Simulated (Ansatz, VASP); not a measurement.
**One calculation of Ir, two programs**

```
CELL_PARAMETERS angstrom
0.00000 1.91970 1.91970
1.91970 0.00000 1.91970
1.91970 1.91970 0.00000
ATOMIC_POSITIONS crystal
Ir 0.00000 0.00000 0.00000
```

Alike in both runs: task single point; functional LDA; k mesh 8 × 8 × 8; occupations gaussian, width 0.15 eV; no spin polarisation.

```csv
,VASP,Ansatz
version,VASP 6.6.1,Ansatz 0.2.0
potentials or method,"VASP PAW LDA potentials, release 64 (Ir_sv_GW), cutoff 560 eV","scalar-relativistic, plane waves, PAW"
valence electrons in the cell,17,17
```

```csv
,VASP,Ansatz,Ansatz less VASP
gap on the k mesh at the Fermi level (eV),none,none,-
pressure (GPa),-7.4,-7.0,+0.42
```

LDA's correlation is that of Perdew and Zunger in VASP and of Perdew and Wang (1992) in Ansatz. A gap of «none» marks a metal or a gap that the smearing closes.

Spin-orbit coupling is off throughout.
